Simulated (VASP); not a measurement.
Runs of VASP 6.6.1 on TiSi. The structure is that of space group Cmmm (No. 65), or close to it. The cells are those of the table. 

| cell | gap on the mesh (eV) | pressure (GPa) |
| --- | --- | --- |
| a = 2.706, b = 2.706, c = 3.918 Å, angles 90.0, 90.0, 98.8°, 2 atoms | none | 2.0 |
| a = 2.706, b = 2.706, c = 3.861 Å, angles 90.0, 90.0, 98.8°, 2 atoms | none | 4.5 |
| a = 2.790, b = 2.790, c = 3.918 Å, angles 90.0, 90.0, 98.8°, 2 atoms | none | (b) |
| a = 2.748, b = 2.748, c = 3.690 Å, angles 90.0, 90.0, 98.8°, 2 atoms | none | 8.3 |
| a = 2.832, b = 2.832, c = 3.804 Å, angles 90.0, 90.0, 98.8°, 2 atoms | none | (a) |

Alike in all rows: task single point; level r2SCAN; potentials or basis VASP PAW PBE potentials, release 64 (Ti_sv, Si); no spin polarisation; k mesh 18 × 18 × 12; cutoff (eV) 520; smearing gaussian 0.15 eV.

Problem. Fill in the values left out.

Solution. (a) -4.9; (b) -5.8.

Caveats: the PAW data sets were made with another functional, which shifts forces and pressure a little; the cell stands under pressure (at least some runs); the cell stands under tension (at least some runs).

A gap of «none» marks levels without a gap at the run's occupations.
